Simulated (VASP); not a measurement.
Te2Pt:

```xyz
3
Lattice="4.0100 0.0000 0.0000 -2.0050 3.4728 0.0000 0.0000 0.0000 5.2010" Properties=species:S:1:pos:R:3 pbc="T T T"
Te    0.0000    2.3152    1.3002
Te    2.0050    1.1576    3.9007
Pt    0.0000    0.0000    0.0000
```

* Program: VASP 6.6.1
* Task: relaxation of the atoms
* Functional: PBE
* Dispersion: D3(BJ)
* Potentials or basis: VASP PAW PBE potentials, release 64 (Te, Pt)
* Cutoff: 450 eV
* k mesh: 12 × 12 × 8
* Occupations: gaussian, width 0.1 eV
* Spin: no spin polarisation

At the start: pressure 4.6 GPa; volume 24.14 Å³/atom.

Question: How do energy, volume and symmetry change on relaxing?

Answer: Over 3 steps the energy falls by 28.6 meV/atom; space group P-3m1 (No. 164, to 0.1 Å) before and after.

Step by step:
```
step  energy change (eV)  largest force (eV/Å)  pressure (GPa)
   1              0.0000                1.0329            4.63
   2             -0.0709                0.4077            2.13
   3             -0.0858                0.0079            0.47
```

Final structure:
```cif
data_structure
_symmetry_space_group_name_H-M 'P 1'
_symmetry_Int_Tables_number 1
_cell_length_a 4.0100
_cell_length_b 4.0100
_cell_length_c 5.2010
_cell_angle_alpha 90.000
_cell_angle_beta 90.000
_cell_angle_gamma 120.000
_cell_volume 72.43
loop_
_atom_site_label
_atom_site_type_symbol
_atom_site_fract_x
_atom_site_fract_y
_atom_site_fract_z
_atom_site_occupancy
Te1 Te 0.33333 0.66667 0.26688 1
Te2 Te 0.66667 0.33333 0.73312 1
Pt1 Pt 0.00000 0.00000 0.00000 1
```
